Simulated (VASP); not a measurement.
# Si (Fd-3m) in VASP: notebook

The runs below take Si through relaxation of cell and atoms, with PBEsol.

Everything below comes from runs of VASP 6.6.1. Logs are shortened: lines on timing, memory, paths and dates and some standing lists are left out, and cuts for length are marked.

## 1. The cell of the first run

The structure is cubic, space group Fd-3m (No. 227). Conventional cell: a = 5.434 Å, b = 5.434 Å, c = 5.434 Å, α = 90.00°, β = 90.00°, γ = 90.00°. Within 3.1 Å of Si (site symmetry -43m) lie 4 Si at 2.35 Å.

## 2. Relaxation of cell and atoms, PBEsol, target pressure 2 GPa, at which the enthalpy is minimised

Input file INCAR:

```
PREC = Accurate ; ENCUT = 600
EDIFF = 1E-7 ; ISMEAR = 0
SIGMA = 0.01 ; LREAL = F
LASPH = T ; NELM = 60
ALGO = Normal ; ISIF = 3
LWAVE = F ; LCHARG = F
GGA = PS ; IBRION = 2
NSW = 100 ; EDIFFG = -0.002
PSTRESS = 20.0
```

Input file KPOINTS:

```
regular mesh
0
Gamma
  8 8 8
```

Input file POSCAR:

```
Si
1.0
    2.7168096183      2.7168096183      0.0000000000
   -2.7168096183      2.7168096183      0.0000000000
    0.0000000000      2.7168096183      2.7168096183
Si
2
Direct
    0.2500000000      0.7500000000      0.5000000000
    0.0000000000      0.0000000000      0.0000000000
```

Potentials or basis: VASP PAW PBE potentials, release 64 (Si).

Run with:

```
> cat potpaw_PBE.64/Si/POTCAR > POTCAR
> mpirun -np 1 vasp_std > vasp.out
```

OUTCAR:

```text
PREC = Accurate
   ENCUT = 600
   EDIFF = 1E-7
   ISMEAR = 0
   LREAL = F
   LASPH = T
   NELM = 60
   ISIF = 3
   GGA = PS
   IBRION = 2
   NSW = 100
   EDIFFG = -0.002
   PSTRESS = 20.0

 ion  position               nearest neighbor table
   1  0.250  0.750  0.500-   2 2.35   2 2.35   2 2.35   2 2.35
   2  0.000  0.000  0.000-   1 2.35   1 2.35   1 2.35   1 2.35

  LATTYP: Found a face centered cubic cell.
 ALAT       =     5.4336192366

  Lattice vectors:

 A1 = (   0.0000000000,   2.7168096183,   2.7168096183)
 A2 = (   2.7168096183,   0.0000000000,   2.7168096183)
 A3 = (   2.7168096183,   2.7168096183,   0.0000000000)

Analysis of symmetry for initial positions (statically):
=====================================================================
 Subroutine PRICEL returns:
 Original cell was already a primitive cell.

 Routine SETGRP: Setting up the symmetry group for a
 face centered cubic supercell.

 Subroutine GETGRP returns: Found 48 space group operations
 (whereof 24 operations were pure point group operations)
 out of a pool of 48 trial point group operations.

The static configuration has the point symmetry T_d .
 The point group associated with its full space group is O_h .

Analysis of symmetry for dynamics (positions and initial velocities):
=====================================================================
 Subroutine PRICEL returns:
 Original cell was already a primitive cell.

 Routine SETGRP: Setting up the symmetry group for a
 face centered cubic supercell.

 Subroutine GETGRP returns: Found 48 space group operations
 (whereof 24 operations were pure point group operations)
 out of a pool of 48 trial point group operations.

The dynamic configuration has the point symmetry T_d .
 The point group associated with its full space group is O_h .

 Subroutine INISYM returns: Found 48 space group operations
 (whereof 24 operations are pure point group operations),
 and found     1 'primitive' translations

----------------------------------------------------------------------------------------

                                     Primitive cell

  volume of cell :      40.1058

  direct lattice vectors                    reciprocal lattice vectors
     2.716809618  2.716809618  0.000000000     0.184039396  0.184039396 -0.184039396
    -2.716809618  2.716809618  0.000000000    -0.184039396  0.184039396 -0.184039396
     0.000000000  2.716809618  2.716809618     0.000000000  0.000000000  0.368078791

  length of vectors
     3.842149009  3.842149009  3.842149009     0.318765584  0.318765584  0.368078791

  position of ions in fractional coordinates (direct lattice)
     0.250000000  0.750000000  0.500000000
     0.000000000  0.000000000  0.000000000

  ion indices of the primitive-cell ions
   primitive index   ion index
                 1           1
                 2           2

----------------------------------------------------------------------------------------

 KPOINTS: regular mesh

Automatic generation of k-mesh.
 Grid dimensions read from file:
 generate k-points for:    8    8    8

 Generating k-lattice:

  Cartesian coordinates                     Fractional coordinates (reciprocal lattice)
     0.023004924  0.023004924 -0.023004924     0.125000000  0.000000000  0.000000000
    -0.023004924  0.023004924 -0.023004924     0.000000000  0.125000000  0.000000000
     0.000000000  0.000000000  0.046009849     0.000000000  0.000000000  0.125000000

  Length of vectors
     0.039845698  0.039845698  0.046009849

  Shift w.r.t. Gamma in fractional coordinates (k-lattice)
     0.000000000  0.000000000  0.000000000

 Subroutine IBZKPT returns following result:
 ===========================================

 Found     29 irreducible k-points:

 Following reciprocal coordinates:
            Coordinates               Weight
  0.000000  0.000000  0.000000      1.000000
  0.125000  0.000000  0.000000      8.000000
  0.250000  0.000000  0.000000      8.000000
  0.375000  0.000000  0.000000      8.000000
  0.500000  0.000000  0.000000      4.000000
  0.125000  0.125000  0.000000     12.000000
[... 16 lines left out ...]
  0.375000  0.250000  0.125000     48.000000
  0.500000  0.250000  0.125000     24.000000
 [... further k-points ...]
   k-points           NKPTS =     29   k-points in BZ     NKDIM =     29   number of bands    NBANDS=      8
   number of dos      NEDOS =    301   number of ions     NIONS =      2
   total plane-waves  NPLWV =  32768
   dimension x,y,z NGX =    32 NGY =   32 NGZ =   32
   dimension x,y,z NGXF=    64 NGYF=   64 NGZF=   64
   ions per type =               2
   NGX,Y,Z   is equivalent  to a cutoff of  13.85, 13.85, 13.85 a.u.
   NGXF,Y,Z  is equivalent  to a cutoff of  27.69, 27.69, 27.69 a.u.
 SYSTEM =  unknown system
   PREC   = accura    normal or accurate (medium, high low for compatibility)
   ISTART =      0    job   : 0-new  1-cont  2-samecut
   ICHARG =      2    charge: 1-file 2-atom 10-const
   ISPIN  =      1    spin polarized calculation?
   LNONCOLLINEAR =      F non collinear calculations
   LSORBIT =      F    spin-orbit coupling
   LASPH  =      T    aspherical Exc in radial PAW
   ENCUT  =  600.0 eV  44.10 Ry    6.64 a.u.   7.67  7.67  7.67*2*pi/ulx,y,z
   NELM   =     60;   NELMIN=  2; NELMDL= -5     # of ELM steps
   EDIFF  = 0.1E-06   stopping-criterion for ELM
   LREAL  =      F    real-space projection
   EDIFFG = -.2E-02   stopping-criterion for IOM
   NSW    =    100    number of steps for IOM
   IBRION =      2    ionic relax: 0-MD 1-quasi-New 2-CG
   NFREE  =      1    steps in history (QN), initial steepest desc. (CG)
   ISIF   =      3    stress and relaxation
   ISYM   =      2    0-nonsym 1-usesym 2-fastsym
   POTIM  = 0.5000    time-step for ionic-motion
   TEBEG  =    0.0;   TEEND  =   0.0 temperature during run
   PSTRESS=   20.0 pullay stress
   NELECT =       8.0000    total number of electrons
   NUPDOWN=      -1.0000    fix difference up-down
   EMIN   =  10.00;   EMAX   =-10.00  energy-range for DOS
   EFERMI =   0.00;   METHOD = LEGACY
   ISMEAR =     0;   SIGMA  =   0.01  broadening in eV -4-tet -1-fermi 0-gaus
   EFERMI_NEDOS =   21; number of points for ismear=-14 and -15
   IALGO  =     38    algorithm
   IMIX   =      4    mixing-type and parameters
     AMIX     =   0.40;   BMIX     =  1.00
     AMIX_MAG =   1.60;   BMIX_MAG =  1.00
  volume/ion in A,a.u.               =      20.05       135.32
  Fermi-wavevector in a.u.,A,eV,Ry     =   0.956538  1.807595 12.448857  0.914965
  Thomas-Fermi vector in A             =   2.085475
   LORBIT       =      0    0 simple, 1 ext, 2 COOP (PROOUT), +10 PAW based schemes
   GGA     = PS    functional components
   LHFCALC =     F    Hartree Fock is set to
   AEXX    =    0.0000 exact exchange contribution
   IVDW    =     0    specifies the selected vdW correction
   LEPSILON=     F    determine dielectric tensor
   LRPA    =     F    only Hartree local field effects (RPA)
 conjugate gradient relaxation of ions
 non-spin polarized calculation
 Gauss-broadening in eV      SIGMA  =   0.01
  energy-cutoff  :      600.00
  volume of cell :       40.11
 maximum number of plane-waves:      1363
   NGX = 15   NGY = 15   NGZ = 15

--------------------------------------- Ionic step        1  -------------------------------------------

 number of electron       7.9999999 magnetization

 Free energy of the ion-electron system (eV)
  ---------------------------------------------------
  ext. energy  EPLUGINS =         0.00000000
  ---------------------------------------------------
  free energy    TOTEN  =       -11.48907036 eV

  energy without entropy =      -11.48907036  energy(sigma->0) =      -11.48907036

------------------------ aborting loop because EDIFF is reached ----------------------------------------

  FORCE on cell =-STRESS in cart. coord.  units (eV):
  Direction    XX          YY          ZZ          XY          YZ          ZX
  --------------------------------------------------------------------------------------
  -------------------------------------------------------------------------------------
  Total        0.0302274      0.0302274      0.0302274     -0.0000000     -0.0000000     -0.0000000
  in kB        1.2075481      1.2075481      1.2075481     -0.0000000     -0.0000000     -0.0000000
  external PRESSURE =     -18.7924519 kB  Pullay stress =      20.0000000 kB
[... 61 lines left out ...]
  enthalpy is  TOTEN    =       -10.9900891983 eV   P V=        0.4837919876

--------------------------------------- Ionic step        3  -------------------------------------------

 number of electron       8.0000000 magnetization

 Free energy of the ion-electron system (eV)
  ---------------------------------------------------
  ext. energy  EPLUGINS =         0.00000000
  ---------------------------------------------------
  free energy    TOTEN  =       -11.48412246 eV

  energy without entropy =      -11.48412246  energy(sigma->0) =      -11.48412246

 E-fermi :   6.0245     XC(G=0):  -9.6202

 val. band max:        5.9707357122   @ k =   0.0000   0.0000   0.0000
 cond. band min:       6.4443649539   @ k =  -0.3750   0.3750   0.0000
 fundamental gap:      0.4736292417
 Fermi energy:         6.0244760320

 k-point     1 :       0.0000    0.0000    0.0000
  band No.  band energies     occupation
      1      -6.1420      2.00000
      2       5.9707      2.00000
      3       5.9707      2.00000
      4       5.9707      2.00000
      5       8.4941      0.00000
      6       8.4941      0.00000
      7       8.4941      0.00000
      8       9.4963      0.00000
[... 243 lines left out ...]
 k-point    24 :       0.5000    0.2500    0.1250
  band No.  band energies     occupation
      1      -3.1996      2.00000
      2      -0.9126      2.00000
      3       2.4317      2.00000
      4       3.7466      2.00000
      5       8.9944      0.00000
      6       9.0073      0.00000
      7      11.8833      0.00000
      8      13.0545      0.00000

 [... further k-points ...]

------------------------ aborting loop because EDIFF is reached ----------------------------------------

  FORCE on cell =-STRESS in cart. coord.  units (eV):
  Direction    XX          YY          ZZ          XY          YZ          ZX
  --------------------------------------------------------------------------------------
  -------------------------------------------------------------------------------------
  Total        0.4918645      0.4918645      0.4918645      0.0000000      0.0000000      0.0000000
  in kB       20.0291413     20.0291413     20.0291413      0.0000000      0.0000000      0.0000000
  external PRESSURE =       0.0291413 kB  Pullay stress =      20.0000000 kB
[... 17 lines left out ...]
  FREE ENERGIE OF THE ION-ELECTRON SYSTEM (eV)
  ---------------------------------------------------
  free  energy   TOTEN  =       -11.4841224631 eV

  energy  without entropy=      -11.4841224631  energy(sigma->0) =      -11.48412246

  enthalpy is  TOTEN    =       -10.9929735694 eV   P V=        0.4911488937

 reached required accuracy - stopping structural energy minimisation
```

Wall time 29 s (1 thread of Intel Xeon 8259CL, shared host); peak memory 0.17 GiB.

Results:

- Free energy: -11.4841 eV
- Relaxed volume: 19.67 Å³/atom
- Relaxed cell: a = 3.818 Å, b = 3.818 Å, c = 3.818 Å, α = 60.00°, β = 60.00°, γ = 90.00°
- Space group after relaxing (to 0.05 Å): Fd-3m (No. 227)
- Energy change on relaxing (the enthalpy is what falls): +2.5 meV/atom
- Ionic steps: 3
- Pressure after relaxing: 2.0 GPa
- Band gap on the k mesh: 0.47 eV, indirect (least direct gap 2.52 eV)

The path:
| step | energy change (eV) | largest force (eV/Å) | pressure (GPa) | volume (Å³) |
| --- | --- | --- | --- | --- |
| 1 | 0.0000 | 0.0000 | 0.12 | 40.11 |
| 2 | 0.0152 | 0.0000 | 3.59 | 38.76 |
| 3 | 0.0049 | 0.0000 | 2.00 | 39.35 |

Final structure:
```yaml
crystal:
  lattice:
    - [2.69953, 2.69953, 0.00000]
    - [-2.69953, 2.69953, 0.00000]
    - [0.00000, 2.69953, 2.69953]
  atoms:
    - { symbol: Si, position: [0.25000, 0.75000, 0.50000] }
    - { symbol: Si, position: [0.00000, 0.00000, 0.00000] }
```

Caveat: the cell is relaxed towards a set pressure, so the enthalpy falls and the energy may rise; the PAW data sets were made with another functional, which shifts forces and pressure a little.

## 3. Relaxation of cell and atoms, PBEsol, target pressure 4 GPa, at which the enthalpy is minimised

Input file INCAR:

```
SYSTEM = Si
  ALGO = Normal
  EDIFF = 1E-7
  EDIFFG = -0.002
  ENCUT = 600
  GGA = PS
  IBRION = 2
  ISIF = 3
  ISMEAR = 0
  LASPH = .TRUE.
  LCHARG = .FALSE.
  LREAL = .FALSE.
  LWAVE = .FALSE.
  NELM = 60
  NSW = 100
  PREC = Accurate
  PSTRESS = 40.0
  SIGMA = 0.01
```

Input file KPOINTS:

```
k-points
0
G
  8 8 8
  0 0 0
```

POSCAR is that of step 2.

Potentials or basis: VASP PAW PBE potentials, release 64 (Si).

Run with:

```
> cat potpaw_PBE.64/Si/POTCAR > POTCAR
> mpirun -np 1 vasp_std > vasp.out
```

It took 30 s on 1 thread of Intel Xeon 8259CL, shared host; peak memory 0.17 GiB.

The run converged. Its results:

```yaml
Free_energy: -11.4706 eV
Relaxed_volume: 19.31 Å³/atom
Relaxed_cell: a = 3.794 Å, b = 3.794 Å, c = 3.794 Å, α = 60.00°, β = 60.00°, γ = 90.00°
Space_group_after_relaxing_to_0.05_Å: Fd-3m (No. 227)
Energy_change_on_relaxing_the_enthalpy_is_what_falls: +9.2 meV/atom
Ionic_steps: 3
Pressure_after_relaxing: 4.0 GPa
Band_gap_on_the_k_mesh: 0.44 eV, indirect (least direct gap 2.53 eV)
```

The path:
```
step  energy change (eV)  largest force (eV/Å)  pressure (GPa)  volume (Å³)
   1              0.0000                0.0000            0.12        40.11
   2              0.0650                0.0000            7.91        37.35
   3              0.0185                0.0000            3.99        38.62
```

Final structure:
```
Si
1.0
     2.68278    2.68278    0.00000
    -2.68278    2.68278    0.00000
     0.00000    2.68278    2.68278
Si
2
Direct
  0.25000 0.75000 0.50000
  0.00000 0.00000 0.00000
```

Levels at points of the mesh, in eV from the valence-band top:
```tsv
k point	band 1	band 2	band 3	band 4	band 5	band 6	band 7	band 8
(0.00, 0.00, 0.00)	-12.24	0.00	0.00	0.00	2.53	2.53	2.53	3.74
(0.50, 0.00, 0.00)	-9.80	-7.19	-1.24	-1.24	1.59	3.25	3.25	7.56
(0.50, 0.50, 0.00)	-7.95	-7.95	-2.97	-2.97	0.51	0.51	10.38	10.38
```

Caveat: the cell is relaxed towards a set pressure, so the enthalpy falls and the energy may rise; the PAW data sets were made with another functional, which shifts forces and pressure a little.

## 4. Relaxation of cell and atoms, PBEsol, target pressure 7 GPa, at which the enthalpy is minimised

Input file INCAR:

```
SYSTEM = Si
PREC = Accurate ; ENCUT = 600
EDIFF = 1E-6 ; ISMEAR = 0
SIGMA = 0.01 ; LREAL = .False.
LASPH = .True. ; NELM = 80
ALGO = Normal ; ISIF = 3
LWAVE = .False. ; LCHARG = .False.
GGA = PS ; IBRION = 2
NSW = 100 ; EDIFFG = -0.002
PSTRESS = 70.0
```

Input file KPOINTS:

```
regular mesh
0
Gamma
  8 8 8
  0 0 0
```

POSCAR is that of step 3.

Run with:

```
> cat potpaw_PBE.64/Si/POTCAR > POTCAR
> mpirun -np 1 vasp_std > vasp.out
```

Run time: 39 s. Hardware: 1 thread of Intel Xeon 8259CL, shared host; peak memory 0.17 GiB.

The run converged. Its results:

```
Free energy                                            : -11.4369 eV
Relaxed volume                                         : 18.81 Å³/atom
Relaxed cell                                           : a = 3.761 Å, b = 3.761 Å, c = 3.761 Å, α = 60.00°, β = 60.00°, γ = 90.00°
Space group after relaxing (to 0.05 Å)                 : Fd-3m (No. 227)
Energy change on relaxing (the enthalpy is what falls) : +26.1 meV/atom
Ionic steps                                            : 6
Pressure after relaxing                                : 7.0 GPa
Band gap on the k mesh                                 : 0.40 eV, indirect (least direct gap 2.54 eV)
```

Step by step:
```csv
step,energy change (eV),largest force (eV/Å),pressure (GPa),volume (Å³)
1,0.0000,0.0000,0.12,40.11
2,0.2133,0.0000,15.76,35.32
3,0.0511,0.0000,6.92,37.65
4,0.0532,0.0000,7.08,37.61
5,0.0512,0.0000,6.93,37.65
6,0.0521,0.0000,7.00,37.63
```

Final structure:
```yaml
crystal:
  lattice:
    - [2.65969, 2.65969, 0.00000]
    - [-2.65969, 2.65969, 0.00000]
    - [0.00000, 2.65969, 2.65969]
  atoms:
    - { symbol: Si, position: [0.25000, 0.75000, 0.50000] }
    - { symbol: Si, position: [0.00000, 0.00000, 0.00000] }
```

Levels at points of the mesh, in eV from the valence-band top:
```
           k point  band 2  band 3  band 4  band 5  band 6  band 7
(0.00, 0.00, 0.00)    0.00    0.00    0.00    2.54    2.54    2.54
(0.50, 0.00, 0.00)   -7.32   -1.26   -1.26    1.69    3.24    3.24
(0.50, 0.50, 0.00)   -8.04   -3.04   -3.04    0.46    0.46   10.60
```

Caveat: the cell is relaxed towards a set pressure, so the enthalpy falls and the energy may rise; the PAW data sets were made with another functional, which shifts forces and pressure a little.

## 5. The runs side by side

```csv
cell,gap on the mesh (eV),pressure (GPa)
relaxed to 2 GPa,0.47,2.0
relaxed to 4 GPa,0.44,4.0
relaxed to 7 GPa,0.40,7.0
```

Alike in all rows: task relaxation of cell and atoms; level PBEsol; potentials or basis VASP PAW PBE potentials, release 64 (Si); no spin polarisation; k mesh 8 × 8 × 8; cutoff (eV) 600; smearing gaussian 0.01 eV.

Caveats: the cell is relaxed towards a set pressure, so the enthalpy falls and the energy may rise; the PAW data sets were made with another functional, which shifts forces and pressure a little.

Absolute energies hang on the potentials; compare differences alone.
